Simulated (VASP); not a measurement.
Here is a VASP 6.6.1 calculation.

File INCAR:

```
SYSTEM = C
PREC     = Accurate       ! precision mode
ENCUT    = 520            ! plane-wave cutoff, eV
EDIFF    = 1E-7           ! SCF threshold, eV
ISMEAR   = 0              ! smearing method
SIGMA    = 0.05           ! smearing width, eV
LREAL    = .FALSE.        ! projectors in reciprocal space
LASPH    = .TRUE.         ! aspherical terms in the spheres
NELM     = 60             ! most SCF steps
ALGO     = Normal         ! electronic algorithm
ISIF     = 2              ! what is computed and relaxed
LWAVE    = .FALSE.        ! write WAVECAR
LCHARG   = .FALSE.        ! write CHGCAR
GGA      = PE             ! functional
IVDW     = 12             ! dispersion correction
NBANDS   = 11             ! bands
```

KPOINTS

```
Automatic mesh
0
G
  15 15 15
  0 0 0
```

The input POSCAR:

```
C
1.0
    1.2324984681      0.7115833223      3.3613878357
   -1.2324984681      0.7115833223      3.3613878357
    0.0000000000     -1.4231666447      3.3613878357
C
2
Direct
    0.1865561731      0.1865561731      0.1549365450
    0.8134438269      0.8134438269      0.8450634550
```

Potentials or basis: VASP PAW PBE potentials, release 64 (C).

Launch:

```console
$ cat potpaw_PBE.64/C/POTCAR > POTCAR
$ mpirun -np 1 vasp_std > vasp.out
```

Estimate the dispersion energy per atom.

-0.156 eV.

What does it give for the pressure?

1.5 GPa.

Forces on the atoms (eV/Å):
```
C    0.000 -4.000 -3.014
C    0.000  4.000  3.014
```

Caveat: the cell differs from its parent crystal (atoms displaced along several vibrational modes); the stress differs along the axes, from -5 to 12 GPa; forces of over 1 eV/Å act on the atoms, so gaps and moduli don't describe the material at rest.
